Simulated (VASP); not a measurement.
Runs of VASP 6.6.1 on Ca2SnF6. The structure is that of space group Fm-3m (No. 225), or close to it. The cells are those of the table. 

| task | cell | k mesh | cutoff (eV) | smearing | gap on the mesh (eV) | pressure (GPa) | relaxed volume (Å³/atom) | largest force (eV/Å) |
| --- | --- | --- | --- | --- | --- | --- | --- | --- |
| single point | a = 5.848 Å, angles 60.0°, 9 atoms | 4 × 4 × 4 | 520 | gaussian 0.1 eV | 1.41 | 0.0 | - | 0.03 |
| single point | a = 5.848 Å, angles 60.0°, 9 atoms | 6 × 6 × 6 | 520 | gaussian 0.02 eV | 1.41 | 0.0 | - | 0.03 |
| single point | a = 5.616 Å, angles 60.0°, 9 atoms | 4 × 4 × 4 | 520 | gaussian 0.1 eV | (b) | (a) | - | - |
| relaxation of cell and atoms | relaxed from a = 5.616 Å, angles 60.0°, 9 atoms | 4 × 4 × 4 | 600 | gaussian 0.1 eV | 1.42 | 0.0 | 15.69 | - |
| relaxation of cell and atoms | relaxed from a = 5.848 Å, angles 60.0°, 9 atoms | 6 × 6 × 6 | 600 | gaussian 0.02 eV | 1.43 | -0.1 | 15.67 | 0.01 |

Alike in all rows: level PBE; potentials or basis VASP PAW PBE potentials, release 64 (Ca_sv, Sn_d, F); no spin polarisation.

Q: Estimate the missing entries.

A: (a) 19.7; (b) none.

Caveats: spin-orbit coupling is left out, which moves the levels of the heavy elements.

A k mesh can miss the band edges, and the runs leave out spin-orbit coupling on Sn.
